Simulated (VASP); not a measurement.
Write the native input for VASP 6.6.1 that does the following.

```
Task                   : single point
Functional             : PBE
Potentials or basis    : VASP PAW PBE potentials, release 64 (Si, C)
Cutoff                 : 520 eV
k mesh                 : 12 × 12 × 12
Occupations            : gaussian, width 0.05 eV
Spin                   : no spin polarisation
Dipole correction      : no
Further INCAR settings : ALGO = Normal; EDIFF = 1e-07; NBANDS = 11
```

The structure of SiC lies in POSCAR:

```
SiC
1.0
    0.0000000000      2.0000800000      2.3479200000
    2.0000800000      0.0000000000      2.3479200000
    2.0000800000      2.0000800000      0.0000000000
Si C
1 1
Direct
    0.0000000000      0.0000000000      0.0000000000
    0.7500000000      0.7500000000      0.7500000000
```

This cell differs from its parent crystal: strain -0.080 along x and y, +0.080 along z.

One way to write it, as run:

INCAR

```
SYSTEM = SiC
PREC     = Accurate       ! precision mode
ENCUT    = 520            ! plane-wave cutoff, eV
EDIFF    = 1E-7           ! SCF threshold, eV
ISMEAR   = 0              ! smearing method
SIGMA    = 0.05           ! smearing width, eV
LREAL    = .False.        ! projectors in reciprocal space
LASPH    = .True.         ! aspherical terms in the spheres
NELM     = 80             ! most SCF steps
ALGO     = Normal         ! electronic algorithm
ISIF     = 2              ! what is computed and relaxed
LWAVE    = .False.        ! write WAVECAR
LCHARG   = .False.        ! write CHGCAR
GGA      = PE             ! functional
NBANDS   = 11             ! bands
```

KPOINTS

```
regular mesh
0
Gamma
  12 12 12
  0 0 0
```

Potentials or basis: VASP PAW PBE potentials, release 64 (Si, C).

Run with:

```bash
$ cat potpaw_PBE.64/Si/POTCAR potpaw_PBE.64/C/POTCAR > POTCAR
$ mpirun -np 1 vasp_std > vasp.out
```

It gave:

The pressure is 27.2 GPa. The band gap on the k mesh is 0.27 eV (least direct gap 4.01 eV).

Caveat: the cell differs from its parent crystal (strain -0.080 along x and y, +0.080 along z); the cell stands under pressure.

Wall time 14 s on 1 thread of Intel(R) Xeon(R) Platinum 8375C CPU @ 2.90GHz (Ice Lake), on a shared host, peak memory 0.15 GiB.
